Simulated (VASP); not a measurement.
Here is a VASP 6.6.1 calculation.

Contents of INCAR:

```
PREC = Accurate
ENCUT = 500
EDIFF = 1E-6
ISMEAR = 0
SIGMA = 0.1
LREAL = F
LASPH = T
NELM = 120
ALGO = Normal
ISIF = 2
LWAVE = F
LCHARG = F
NBANDS = 16
GGA_COMPAT = F
```

KPOINTS

```
Automatic mesh
0
Gamma
  6 6 6
```

Contents of POSCAR:

```
GaP
1.0
    0.0000000000      2.7200000000      2.7200000000
    2.7200000000      0.0000000000      2.7200000000
    2.7200000000      2.7200000000      0.0000000000
Ga P
1 1
Direct
    0.0000000000      0.0000000000      0.0000000000
    0.2500000000      0.2500000000      0.2500000000
```

Potentials or basis: VASP PAW LDA potentials, release 64 (Ga_d, P).

The run is started by

```sh
$ cat potpaw_LDA.64/Ga_d/POTCAR potpaw_LDA.64/P/POTCAR > POTCAR
$ mpirun -np 1 vasp_std > vasp.out
```

(1) Predict the pressure.

(2) Estimate the band gap on the k mesh.

Results:

(1) -2.2 GPa.

(2) 1.48 eV, indirect (least direct gap 1.68 eV).
